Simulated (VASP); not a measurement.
# SiO2 (P4_2/mnm) in VASP: further runs, part 2 of 2

VASP 6.6.1. Earlier steps stand in the parts before.

**3. Single point, PBE (7.40 Å³/atom)**

INCAR

```
SYSTEM = SiO2
  PREC = Accurate
  ENCUT = 520
  EDIFF = 1E-6
  ISMEAR = 0
  SIGMA = 0.05
  LREAL = .FALSE.
  LASPH = .TRUE.
  NELM = 60
  ALGO = Normal
  ISIF = 2
  LWAVE = .FALSE.
  LCHARG = .FALSE.
  GGA = PE
  NBANDS = 25
```

KPOINTS

```
Automatic mesh
0
G
  6 6 10
  0 0 0
```

POSCAR

```
SiO2
1.0
    4.0786198306      0.0000000000      0.0000000000
    0.0000000000      4.0786198306      0.0000000000
    0.0000000000      0.0000000000      2.6690488172
Si O
2 4
Direct
    0.5000000000      0.5000000000      0.5000000000
    0.0000000000      0.0000000000      0.0000000000
    0.6930127928      0.6930127928      0.0000000000
    0.1930127928      0.8069872072      0.5000000000
    0.3069872072      0.3069872072      0.0000000000
    0.8069872072      0.1930127928      0.5000000000
```

Potentials or basis: VASP PAW PBE potentials, release 64 (Si, O).

Command:

```
cat potpaw_PBE.64/Si/POTCAR potpaw_PBE.64/O/POTCAR > POTCAR
mpirun -np 1 vasp_std > vasp.out
```

OUTCAR:

```text
SYSTEM = SiO2
   PREC = Accurate
   ENCUT = 520
   EDIFF = 1E-6
   ISMEAR = 0
   LREAL = .FALSE.
   LASPH = .TRUE.
   NELM = 60
   ISIF = 2
   GGA = PE

 ion  position               nearest neighbor table
   1  0.500  0.500  0.500-   3 1.74   5 1.74   3 1.74   5 1.74   4 1.77   6 1.77
   2  0.000  0.000  0.000-   4 1.74   6 1.74   4 1.74   6 1.74   5 1.77   3 1.77
   3  0.693  0.693  0.000-   1 1.74   1 1.74   2 1.77
   4  0.193  0.807  0.500-   2 1.74   2 1.74   1 1.77
   5  0.307  0.307  0.000-   1 1.74   1 1.74   2 1.77
   6  0.807  0.193  0.500-   2 1.74   2 1.74   1 1.77

  LATTYP: Found a simple tetragonal cell.
 ALAT       =     4.0786198306
 C/A-ratio  =     0.6544000000

  Lattice vectors:

 A1 = (   4.0786198306,   0.0000000000,   0.0000000000)
 A2 = (   0.0000000000,   4.0786198306,   0.0000000000)
 A3 = (   0.0000000000,   0.0000000000,   2.6690488172)

Analysis of symmetry for initial positions (statically):
=====================================================================
 Subroutine PRICEL returns:
 Original cell was already a primitive cell.

 Routine SETGRP: Setting up the symmetry group for a
 simple tetragonal supercell.

 Subroutine GETGRP returns: Found 16 space group operations
 (whereof  8 operations were pure point group operations)
 out of a pool of 16 trial point group operations.

The static configuration has the point symmetry D_2h.
 The point group associated with its full space group is D_4h.

Analysis of symmetry for dynamics (positions and initial velocities):
=====================================================================
 Subroutine PRICEL returns:
 Original cell was already a primitive cell.

 Routine SETGRP: Setting up the symmetry group for a
 simple tetragonal supercell.

 Subroutine GETGRP returns: Found 16 space group operations
 (whereof  8 operations were pure point group operations)
 out of a pool of 16 trial point group operations.

The dynamic configuration has the point symmetry D_2h.
 The point group associated with its full space group is D_4h.

 Subroutine INISYM returns: Found 16 space group operations
 (whereof  8 operations are pure point group operations),
 and found     1 'primitive' translations

----------------------------------------------------------------------------------------

                                     Primitive cell

  volume of cell :      44.4000

  direct lattice vectors                    reciprocal lattice vectors
     4.078619831  0.000000000  0.000000000     0.245180978  0.000000000  0.000000000
     0.000000000  4.078619831  0.000000000     0.000000000  0.245180978  0.000000000
     0.000000000  0.000000000  2.669048817     0.000000000  0.000000000  0.374665309

  length of vectors
     4.078619831  4.078619831  2.669048817     0.245180978  0.245180978  0.374665309

  position of ions in fractional coordinates (direct lattice)
     0.500000000  0.500000000  0.500000000
     0.000000000  0.000000000  0.000000000
     0.693012793  0.693012793  0.000000000
     0.193012793  0.806987207  0.500000000
[... 34 lines left out ...]
 ===========================================

 Found     60 irreducible k-points:

 Following reciprocal coordinates:
            Coordinates               Weight
  0.000000  0.000000  0.000000      1.000000
  0.166667  0.000000  0.000000      4.000000
  0.333333  0.000000  0.000000      4.000000
  0.500000  0.000000  0.000000      2.000000
  0.166667  0.166667  0.000000      4.000000
  0.333333  0.166667  0.000000      8.000000
[... 16 lines left out ...]
  0.333333  0.000000  0.200000      8.000000
  0.500000  0.000000  0.200000      4.000000
 [... further k-points ...]
   k-points           NKPTS =     60   k-points in BZ     NKDIM =     60   number of bands    NBANDS=     25
   number of dos      NEDOS =    301   number of ions     NIONS =      6
   total plane-waves  NPLWV =  18000
   dimension x,y,z NGX =    30 NGY =   30 NGZ =   20
   dimension x,y,z NGXF=    60 NGYF=   60 NGZF=   40
   ions per type =               2   4
   NGX,Y,Z   is equivalent  to a cutoff of  12.23, 12.23, 12.46 a.u.
   NGXF,Y,Z  is equivalent  to a cutoff of  24.46, 24.46, 24.91 a.u.
 SYSTEM =  SiO2
   PREC   = accura    normal or accurate (medium, high low for compatibility)
   ISTART =      0    job   : 0-new  1-cont  2-samecut
   ICHARG =      2    charge: 1-file 2-atom 10-const
   ISPIN  =      1    spin polarized calculation?
   LNONCOLLINEAR =      F non collinear calculations
   LSORBIT =      F    spin-orbit coupling
   LASPH  =      T    aspherical Exc in radial PAW
   ENCUT  =  520.0 eV  38.22 Ry    6.18 a.u.   7.58  7.58  4.96*2*pi/ulx,y,z
   NELM   =     60;   NELMIN=  2; NELMDL= -5     # of ELM steps
   EDIFF  = 0.1E-05   stopping-criterion for ELM
   LREAL  =      F    real-space projection
   EDIFFG = 0.1E-04   stopping-criterion for IOM
   NSW    =      0    number of steps for IOM
   IBRION =     -1    ionic relax: 0-MD 1-quasi-New 2-CG
   NFREE  =      0    steps in history (QN), initial steepest desc. (CG)
   ISIF   =      2    stress and relaxation
   ISYM   =      2    0-nonsym 1-usesym 2-fastsym
   POTIM  = 0.5000    time-step for ionic-motion
   TEBEG  =    0.0;   TEEND  =   0.0 temperature during run
   PSTRESS=    0.0 pullay stress
   NELECT =      32.0000    total number of electrons
   NUPDOWN=      -1.0000    fix difference up-down
   EMIN   =  10.00;   EMAX   =-10.00  energy-range for DOS
   EFERMI =   0.00;   METHOD = LEGACY
   ISMEAR =     0;   SIGMA  =   0.05  broadening in eV -4-tet -1-fermi 0-gaus
   EFERMI_NEDOS =   21; number of points for ismear=-14 and -15
   IALGO  =     38    algorithm
   IMIX   =      4    mixing-type and parameters
     AMIX     =   0.40;   BMIX     =  1.00
     AMIX_MAG =   1.60;   BMIX_MAG =  1.00
  volume/ion in A,a.u.               =       7.40        49.94
  Fermi-wavevector in a.u.,A,eV,Ry     =   1.467790  2.773720 29.312481  2.154407
  Thomas-Fermi vector in A             =   2.583365
   LORBIT       =      0    0 simple, 1 ext, 2 COOP (PROOUT), +10 PAW based schemes
   GGA     = PE    functional components
   LHFCALC =     F    Hartree Fock is set to
   AEXX    =    0.0000 exact exchange contribution
   IVDW    =     0    specifies the selected vdW correction
   LEPSILON=     F    determine dielectric tensor
   LRPA    =     F    only Hartree local field effects (RPA)
 non-spin polarized calculation
 Gauss-broadening in eV      SIGMA  =   0.05
  energy-cutoff  :      520.00
  volume of cell :       44.40
 maximum number of plane-waves:      1220
   NGX = 15   NGY = 15   NGZ =  9

 number of electron      32.0000001 magnetization

 Free energy of the ion-electron system (eV)
  ---------------------------------------------------
  ext. energy  EPLUGINS =         0.00000000
  ---------------------------------------------------
  free energy    TOTEN  =       -45.96782233 eV

  energy without entropy =      -45.96782233  energy(sigma->0) =      -45.96782233

 E-fermi :   9.1746     XC(G=0): -12.5291

 val. band max:        8.9325291235   @ k =   0.0000   0.0000   0.0000
 cond. band min:      15.3400138549   @ k =   0.0000   0.0000   0.0000
 fundamental gap:      6.4074847314
 Fermi energy:         9.1745734184

 k-point     1 :       0.0000    0.0000    0.0000
  band No.  band energies     occupation
      1     -14.1433      2.00000
      2     -10.1779      2.00000
      3     -10.1779      2.00000
      4      -9.9496      2.00000
      5      -2.1685      2.00000
      6       2.3057      2.00000
[... 661 lines left out ...]
     24      21.6065      0.00000
     25      23.4226      0.00000

 [... further k-points ...]

------------------------ aborting loop because EDIFF is reached ----------------------------------------

  FORCE on cell =-STRESS in cart. coord.  units (eV):
  Direction    XX          YY          ZZ          XY          YZ          ZX
  --------------------------------------------------------------------------------------
  -------------------------------------------------------------------------------------
  Total        8.6095212      8.6095212      6.4578156      0.0000000      0.0000000      0.0000000
  in kB      310.6752170    310.6752170    233.0307613      0.0000000      0.0000000      0.0000000
  external PRESSURE =     284.7937318 kB  Pullay stress =       0.0000000 kB

 VOLUME and BASIS-vectors are now :
 -----------------------------------------------------------------------------
  energy-cutoff  :      520.00
  volume of cell :       44.40
      direct lattice vectors                 reciprocal lattice vectors
     4.078619831  0.000000000  0.000000000     0.245180978  0.000000000  0.000000000
     0.000000000  4.078619831  0.000000000     0.000000000  0.245180978  0.000000000
     0.000000000  0.000000000  2.669048817     0.000000000  0.000000000  0.374665309

 POSITION                                       TOTAL-FORCE (eV/Angst)
 -----------------------------------------------------------------------------------
      2.03931      2.03931      1.33452         0.000000      0.000000      0.000000
      0.00000      0.00000      0.00000         0.000000      0.000000      0.000000
      2.82654      2.82654      0.00000         0.543371      0.543371      0.000000
      0.78723      3.29139      1.33452         0.543371     -0.543371     -0.000000
      1.25208      1.25208      0.00000        -0.543371     -0.543371     -0.000000
      3.29139      0.78723      1.33452        -0.543371      0.543371      0.000000
 -----------------------------------------------------------------------------------
    total drift:                               -0.000000      0.000000     -0.000000

  FREE ENERGIE OF THE ION-ELECTRON SYSTEM (eV)
  ---------------------------------------------------
  free  energy   TOTEN  =       -45.9678223260 eV

  energy  without entropy=      -45.9678223260  energy(sigma->0) =      -45.96782233
```

Run time: 63 s. Hardware: 1 thread of Intel Xeon 8259CL, shared host; peak memory 0.18 GiB.

Results:

| Quantity | Value |
| --- | --- |
| Free energy | -45.9678 eV |
| Pressure | 28.5 GPa |
| Largest force | 0.768 eV/Å |
| Band gap on the k mesh | 6.41 eV |

Forces in eV/Å, atoms in the order of the input:
```
Si   0.000  0.000  0.000
Si   0.000  0.000  0.000
O    0.543  0.543  0.000
O    0.543 -0.543  0.000
O   -0.543 -0.543  0.000
O   -0.543  0.543  0.000
```

Levels at points of the mesh, in eV from the valence-band top:
```csv
k point,band 14,band 15,band 16,band 17,band 18,band 19
"(0.00, 0.00, 0.00)",-0.86,-0.86,0.00,6.41,6.48,8.58
"(0.50, 0.00, 0.00)",-2.91,-1.10,-1.10,8.09,8.09,9.19
"(0.50, 0.50, 0.00)",-2.79,-2.34,-2.34,7.73,7.73,10.25
"(0.00, 0.00, 0.50)",-3.36,-2.84,-2.84,9.84,9.84,13.07
"(0.50, 0.00, 0.50)",-2.33,-1.85,-1.85,9.42,9.42,10.65
"(0.50, 0.50, 0.50)",-1.80,-1.63,-1.63,7.97,7.97,11.43
```

Caveat: the cell stands under pressure. A k mesh can miss the band edges.

**4. Single point, PBE (7.40 Å³/atom)**

INCAR

```
PREC = Accurate ; ENCUT = 520
EDIFF = 1E-7 ; ISMEAR = 0
SIGMA = 0.05 ; LREAL = F
LASPH = T ; NELM = 80
ALGO = Normal ; ISIF = 2
LWAVE = F ; LCHARG = F
GGA = PE ; NBANDS = 25
```

KPOINTS

```
regular mesh
0
Gamma
  6 6 10
```

Edit POSCAR of step 3 so:

```diff
@@ -2,5 +2,5 @@
 1.0
-    4.0786198306      0.0000000000      0.0000000000
-    0.0000000000      4.0786198306      0.0000000000
-    0.0000000000      0.0000000000      2.6690488172
+    4.1614427129      0.0000000000      0.0000000000
+    0.0000000000      4.1614427129      0.0000000000
+    0.0000000000      0.0000000000      2.5638648554
 Si O
```

Command:

```
cat potpaw_PBE.64/Si/POTCAR potpaw_PBE.64/O/POTCAR > POTCAR
mpirun -np 1 vasp_std > vasp.out
```

Run time: 56 s. Hardware: 1 thread of Intel Xeon 8259CL, shared host; peak memory 0.18 GiB.

It converged, with:

* Free energy: -45.8758 eV
* Pressure: 32.1 GPa
* Largest force: 0.560 eV/Å
* Band gap on the k mesh: 6.66 eV

Forces in eV/Å, atoms in the order of the input:
```
Si   0.000  0.000  0.000
Si   0.000  0.000  0.000
O    0.396  0.396  0.000
O    0.396 -0.396  0.000
O   -0.396 -0.396  0.000
O   -0.396  0.396  0.000
```

Stress tensor (GPa, compression positive):
```
23.80  0.00  0.00
 0.00 23.80  0.00
 0.00  0.00 48.83
```

Levels at points of the mesh, in eV from the valence-band top:
| k point | band 14 | band 15 | band 16 | band 17 | band 18 | band 19 |
| --- | --- | --- | --- | --- | --- | --- |
| (0.00, 0.00, 0.00) | -0.92 | -0.92 | 0.00 | 6.66 | 7.47 | 9.48 |
| (0.50, 0.00, 0.00) | -2.62 | -1.16 | -1.16 | 8.75 | 8.75 | 9.96 |
| (0.50, 0.50, 0.00) | -2.62 | -2.53 | -2.53 | 8.34 | 8.34 | 10.93 |
| (0.00, 0.00, 0.50) | -3.14 | -2.86 | -2.86 | 9.73 | 9.73 | 12.94 |
| (0.50, 0.00, 0.50) | -2.45 | -1.86 | -1.86 | 9.29 | 9.29 | 10.11 |
| (0.50, 0.50, 0.50) | -1.95 | -1.64 | -1.64 | 7.77 | 7.77 | 11.25 |

Caveat: the cell stands under pressure. A k mesh can miss the band edges.

**5. Single point, PBE (7.72 Å³/atom)**

This run uses another cell than the first one, of 7.72 Å³/atom.

INCAR

```
PREC = Accurate
ENCUT = 520
EDIFF = 1E-7
ISMEAR = 0
SIGMA = 0.05
LREAL = False
LASPH = True
NELM = 60
ALGO = Normal
ISIF = 2
LWAVE = False
LCHARG = True
GGA = PE
LELF = True
LVHAR = True
NBANDS = 25
```

KPOINTS is that of step 4.

Edit POSCAR of step 4 so:

```diff
@@ -2,5 +2,5 @@
 1.0
-    4.1614427129      0.0000000000      0.0000000000
-    0.0000000000      4.1614427129      0.0000000000
-    0.0000000000      0.0000000000      2.5638648554
+    4.0139795618      0.0000000000      0.0000000000
+    0.0000000000      4.0139795618      0.0000000000
+    0.0000000000      0.0000000000      2.8756149580
 Si O
```

Command:

```
cat potpaw_PBE.64/Si/POTCAR potpaw_PBE.64/O/POTCAR > POTCAR
mpirun -np 1 vasp_std > vasp.out
```

It took 84 s on 1 thread of Intel Xeon 8259CL, shared host; peak memory 0.19 GiB.

Results (log left out):

* Free energy: -45.7021 eV
* Pressure: 10.4 GPa
* Largest force: 0.880 eV/Å
* Band gap on the k mesh: 5.20 eV

Forces on the atoms (eV/Å):
```
Si   0.000  0.000  0.000
Si   0.000  0.000  0.000
O    0.622  0.622  0.000
O    0.622 -0.622  0.000
O   -0.622 -0.622  0.000
O   -0.622  0.622  0.000
```

Stress tensor (GPa, compression positive):
```
 26.03   0.00   0.00
  0.00  26.03   0.00
  0.00   0.00 -20.98
```

Levels at points of the mesh, in eV from the valence-band top:
```csv
k point,band 12,band 13,band 14,band 15,band 16,band 17,band 18,band 19,band 20,band 21
"(0.00, 0.00, 0.00)",-3.46,-2.76,-0.67,-0.67,0.00,5.20,5.27,7.11,7.11,10.25
"(0.50, 0.00, 0.00)",-3.70,-2.88,-2.88,-0.92,-0.92,6.92,6.92,7.90,7.90,12.30
"(0.50, 0.50, 0.00)",-3.68,-2.89,-2.89,-1.77,-1.77,6.56,6.56,9.13,9.13,13.76
"(0.00, 0.00, 0.50)",-4.17,-3.28,-3.28,-2.47,-2.47,9.44,9.44,12.23,12.23,12.72
"(0.50, 0.00, 0.50)",-3.81,-1.89,-1.89,-1.55,-1.55,9.22,9.22,11.05,11.05,12.45
"(0.50, 0.50, 0.50)",-3.96,-1.35,-1.35,-1.32,-1.32,7.70,7.70,11.53,11.53,12.01
```

Caveat: the cell stands under pressure. A k mesh can miss the band edges.

**6. Single point, PBE (7.72 Å³/atom)**

This run uses another cell than the first one, of 7.72 Å³/atom.

INCAR

```
SYSTEM = SiO2
  ALGO = Normal
  EDIFF = 1E-6
  ENCUT = 520
  GGA = PE
  ISIF = 2
  ISMEAR = 0
  LASPH = .True.
  LCHARG = .False.
  LREAL = .False.
  LWAVE = .False.
  NBANDS = 25
  NELM = 80
  PREC = Accurate
  SIGMA = 0.05
```

KPOINTS

```
k-points
0
Gamma
  6 6 10
  0 0 0
```

Edit POSCAR of step 5 so:

```diff
@@ -2,5 +2,5 @@
 1.0
-    4.0139795618      0.0000000000      0.0000000000
-    0.0000000000      4.0139795618      0.0000000000
-    0.0000000000      0.0000000000      2.8756149580
+    4.0954317975      0.0000000000      0.0000000000
+    0.0000000000      4.0954317975      0.0000000000
+    0.0000000000      0.0000000000      2.7623687474
 Si O
```

Potentials or basis: VASP PAW PBE potentials, release 64 (Si, O).

Command:

```
cat potpaw_PBE.64/Si/POTCAR potpaw_PBE.64/O/POTCAR > POTCAR
mpirun -np 1 vasp_std > vasp.out
```

Run time: 62 s. Hardware: 1 thread of Intel Xeon 8259CL, shared host; peak memory 0.18 GiB.

The run converged. Its results:

```yaml
Free_energy: -46.1151 eV
Pressure: 11.1 GPa
Largest_force: 0.624 eV/Å
Band_gap_on_the_k_mesh: 5.48 eV
```

Forces in eV/Å, atoms in the order of the input:
```
Si   0.000  0.000  0.000
Si   0.000  0.000  0.000
O    0.441  0.441  0.000
O    0.441 -0.441  0.000
O   -0.441 -0.441  0.000
O   -0.441  0.441  0.000
```

Stress tensor (GPa, compression positive):
```
18.94  0.00  0.00
 0.00 18.94  0.00
 0.00  0.00 -4.50
```

Levels at points of the mesh, in eV from the valence-band top:
```csv
k point,band 12,band 13,band 14,band 15,band 16,band 17,band 18,band 19,band 20,band 21
"(0.00, 0.00, 0.00)",-3.38,-2.74,-0.79,-0.79,0.00,5.48,5.92,7.82,7.82,10.97
"(0.50, 0.00, 0.00)",-3.82,-2.88,-2.88,-1.02,-1.02,7.32,7.32,8.47,8.47,11.72
"(0.50, 0.50, 0.00)",-3.55,-2.77,-2.77,-2.08,-2.08,6.97,6.97,9.55,9.55,13.93
"(0.00, 0.00, 0.50)",-4.45,-3.22,-3.22,-2.64,-2.64,9.31,9.31,12.54,12.54,13.29
"(0.50, 0.00, 0.50)",-3.94,-2.14,-2.14,-1.71,-1.71,9.04,9.04,10.43,10.43,12.35
"(0.50, 0.50, 0.50)",-4.28,-1.62,-1.62,-1.49,-1.49,7.51,7.51,11.24,11.24,11.96
```

Caveat: the cell stands under pressure. A k mesh can miss the band edges.

**7. The runs side by side**

| cell | gap on the mesh (eV) | pressure (GPa) | largest force (eV/Å) |
| --- | --- | --- | --- |
| a = 3.997, b = 3.997, c = 2.779 Å, 6 atoms | 5.71 | 26.6 | 0.93 |
| a = 4.079, b = 4.079, c = 2.669 Å, 6 atoms | 6.41 | 28.5 | 0.77 |
| a = 4.161, b = 4.161, c = 2.564 Å, 6 atoms | 6.66 | 32.1 | 0.56 |
| a = 4.014, b = 4.014, c = 2.876 Å, 6 atoms | 5.20 | 10.4 | 0.88 |
| a = 4.095, b = 4.095, c = 2.762 Å, 6 atoms | 5.48 | 11.1 | 0.62 |

Alike in all rows: task single point; level PBE; potentials or basis VASP PAW PBE potentials, release 64 (Si, O); no spin polarisation; k mesh 6 × 6 × 10; cutoff (eV) 520; smearing gaussian 0.05 eV.

Caveats: the cell stands under pressure.

Absolute energies hang on the potentials; compare differences alone.
